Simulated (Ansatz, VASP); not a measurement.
**Os in VASP and in Ansatz**

File INCAR:

```
SYSTEM = Os
PREC = Accurate
ENCUT = 560
EDIFF = 1E-6
ISMEAR = 0
SIGMA = 0.05
LREAL = .FALSE.
LASPH = .TRUE.
NELM = 200
ALGO = Normal
ISIF = 2
LWAVE = .FALSE.
LCHARG = .FALSE.
LMAXMIX = 4
LDAU = .TRUE.
LDAUTYPE = 2
LDAUL = 2
LDAUU = 2
LDAUJ = 0
LDAUPRINT = 1
GGA = PE
NBANDS = 23
GGA_COMPAT = .FALSE.
```

Contents of KPOINTS:

```
regular mesh
0
G
  14 14 8
  0 0 0
```

Contents of POSCAR:

```
Os
1.0
    2.7400013676      0.0000000000      0.0000000000
   -1.3700006838      2.3729107908      0.0000000000
    0.0000000000      0.0000000000      4.3264621595
Os
2
Direct
    0.3333333333      0.6666666667      0.7500000000
    0.6666666667      0.3333333333      0.2500000000
```

Input for Ansatz:

```yaml
crystal:
  lattice:
    - [2.740001367631, 0.0, 0.0]
    - [-1.370000683816, 2.372910790773, 0.0]
    - [0.0, 0.0, 4.3264621595]
  atoms:
    - { symbol: Os, position: [0.3333333333333, 0.6666666666667, 0.75] }
    - { symbol: Os, position: [0.6666666666667, 0.3333333333333, 0.25] }
basis:
  ecutwfc: 420
  ecutrho_ratio: 4
kpoints:
  mp_grid: { grid: [14, 14, 8] }
hamiltonian:
  xc: pbe
  hubbard: { sites: [{ species: Os, l: d, u_eff: 2.0 }], double_counting: fll }
scf:
  occupations: { method: gaussian, width: 0.05 }
  convergence: { dr2_threshold: 1.0e-11 }
output:
  forces: true
  stress: true
  write_density: true
  write_potential: true
  elf: true
  volumetric_format: npy
```

Alike in both runs: task single point; functional PBE; k mesh 14 × 14 × 8; occupations gaussian, width 0.05 eV; no spin polarisation; Hubbard terms Os d U = 2.0 eV.

```csv
,VASP,Ansatz
version,VASP 6.6.1,Ansatz 0.2.0
potentials or method,"VASP PAW PBE potentials, release 64 (Os_sv_GW), cutoff 560 eV","scalar-relativistic, plane waves, PAW"
valence electrons in the cell,32,32
```

Ansatz gave:

* gap on the k mesh at the Fermi level (eV): none
* pressure (GPa): 4.6
* traceless stress, the component that is largest in VASP (GPa): -0.73

**Question.** Which values does VASP return?

**Answer.** gap on the k mesh at the Fermi level (eV): none; pressure (GPa): 4.1; traceless stress, the component that is largest in VASP (GPa): -0.55.

The programs project onto different local orbitals, so the same U acts differently, and such runs can settle in different states. A gap of «none» marks a metal or a gap that the smearing closes. Ansatz's warnings: filled band counts differ across k points.

Neither program's run includes spin-orbit coupling.
